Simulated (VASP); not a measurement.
# HoO3 (P4/mmm) in VASP: further runs, part 2 of 2

VASP 6.6.1. The steps go on from the part before.

## (3) Single point, PBE

This run uses another cell than the first one, of 16.65 Å³/atom.

File INCAR:

```
PREC = Accurate
ENCUT = 600
EDIFF = 1E-6
ISMEAR = 0
SIGMA = 0.1
LREAL = F
LASPH = T
NELM = 200
ALGO = Normal
ISIF = 2
LWAVE = F
LCHARG = F
GGA = PE
NBANDS = 22
GGA_COMPAT = F
LMAXMIX = 6
```

File KPOINTS:

```
Automatic mesh
0
Gamma
  6 6 2
```

File POSCAR:

```
HoO3
1.0
    2.9476618300      0.0000000000      0.0000000000
    0.0000000000      2.9476618300      0.0000000000
    0.0000000000      0.0000000000      7.6662390200
Ho O
1 3
Direct
    0.0000000000      0.0000000000      0.0000000000
    0.5000000000      0.5000000000      0.7648133600
    0.0000000000      0.0000000000      0.5000000000
    0.5000000000      0.5000000000      0.2351866400
```

Potentials or basis: VASP PAW PBE potentials, release 64 (Ho_3, O), 4f in core.

Run with:

```
> cat potpaw_PBE.64/Ho_3/POTCAR potpaw_PBE.64/O/POTCAR > POTCAR
> mpirun -np 1 vasp_std > vasp.out
```

OUTCAR:

```text
PREC = Accurate
   ENCUT = 600
   EDIFF = 1E-6
   ISMEAR = 0
   LREAL = F
   LASPH = T
   NELM = 200
   ISIF = 2
   GGA = PE

 ion  position               nearest neighbor table
   1  0.000  0.000  0.000-   2 2.76   4 2.76   2 2.76   4 2.76   2 2.76   4 2.76   2 2.76   4 2.76

   2  0.500  0.500  0.765-   1 2.76   1 2.76   1 2.76   1 2.76
   3  0.000  0.000  0.500-
   4  0.500  0.500  0.235-   1 2.76   1 2.76   1 2.76   1 2.76

  LATTYP: Found a simple tetragonal cell.
 ALAT       =     2.9476618300
 C/A-ratio  =     2.6007864749

  Lattice vectors:

 A1 = (   2.9476618300,   0.0000000000,   0.0000000000)
 A2 = (   0.0000000000,   2.9476618300,   0.0000000000)
 A3 = (   0.0000000000,   0.0000000000,   7.6662390200)

Analysis of symmetry for initial positions (statically):
=====================================================================
 Subroutine PRICEL returns:
 Original cell was already a primitive cell.

[... 164 lines left out ...]
  ---------------------------------------------------
  free energy    TOTEN  =       -17.08309529 eV

  energy without entropy =      -17.01226138  energy(sigma->0) =      -17.04767833

 E-fermi :  -0.8845     XC(G=0):  -9.4996

 val. band max:       -0.8888740339   @ k =   0.3333   0.0000   0.0000
 cond. band min:      -0.8657569606   @ k =   0.5000   0.0000   0.0000
 fundamental gap:      0.0231170733
 Fermi energy:        -0.8844852499

 k-point     1 :       0.0000    0.0000    0.0000
  band No.  band energies     occupation
      1     -24.5448      2.00000
      2     -24.1141      2.00000
      3     -24.1141      2.00000
      4     -17.0731      2.00000
      5     -16.5475      2.00000
      6     -16.2889      2.00000
[... 489 lines left out ...]
     21      10.4943      0.00000
     22      10.4943      0.00000

------------------------ aborting loop because EDIFF is reached ----------------------------------------

  FORCE on cell =-STRESS in cart. coord.  units (eV):
  Direction    XX          YY          ZZ          XY          YZ          ZX
  --------------------------------------------------------------------------------------
  -------------------------------------------------------------------------------------
  Total       -1.0043253     -1.0043253    -17.5711201      0.0000000      0.0000000      0.0000000
  in kB      -24.1572391    -24.1572391   -422.6417142      0.0000000      0.0000000      0.0000000
  external PRESSURE =    -156.9853975 kB  Pullay stress =       0.0000000 kB

 VOLUME and BASIS-vectors are now :
 -----------------------------------------------------------------------------
  energy-cutoff  :      600.00
  volume of cell :       66.61
      direct lattice vectors                 reciprocal lattice vectors
     2.947661830  0.000000000  0.000000000     0.339251942  0.000000000  0.000000000
     0.000000000  2.947661830  0.000000000     0.000000000  0.339251942  0.000000000
     0.000000000  0.000000000  7.666239020     0.000000000  0.000000000  0.130442059

 POSITION                                       TOTAL-FORCE (eV/Angst)
 -----------------------------------------------------------------------------------
      0.00000      0.00000      0.00000         0.000000      0.000000      0.000000
      1.47383      1.47383      5.86324         0.000000     -0.000000      4.208843
      0.00000      0.00000      3.83312         0.000000      0.000000      0.000000
      1.47383      1.47383      1.80300         0.000000      0.000000     -4.208843
 -----------------------------------------------------------------------------------
    total drift:                                0.000000     -0.000000     -0.000000

  FREE ENERGIE OF THE ION-ELECTRON SYSTEM (eV)
  ---------------------------------------------------
  free  energy   TOTEN  =       -17.0830952930 eV

  energy  without entropy=      -17.0122613758  energy(sigma->0) =      -17.04767833
```

It took 50 s on 1 thread of Intel Xeon Platinum 8488C (Sapphire Rapids), shared host; peak memory 0.2 GiB.

Results:

```yaml
Free_energy: -17.0831 eV
Pressure: -15.7 GPa
Largest_force: 4.209 eV/Å
Band_gap_on_the_k_mesh: zero (an odd number of electrons rules out a gap without spin polarisation)
```

Forces in eV/Å, atoms in the order of the input:
```
Ho   0.000  0.000  0.000
O    0.000  0.000  4.209
O    0.000  0.000  0.000
O    0.000  0.000 -4.209
```

Caveat: the k points lie up to 0.41 Å⁻¹ apart, too coarse for converged energies and pressures of a metal; spin-orbit coupling is left out, which moves the levels of the heavy elements; the 4f electrons are frozen in the core, so they carry no moment and show no levels; an odd number of electrons without spin polarisation forces a metal; a magnetic or distorted state may lie lower; the run has no spin polarisation, though such a crystal can be magnetic.

The gap in the log of VASP goes by the Fermi energy; the results here count the filled bands.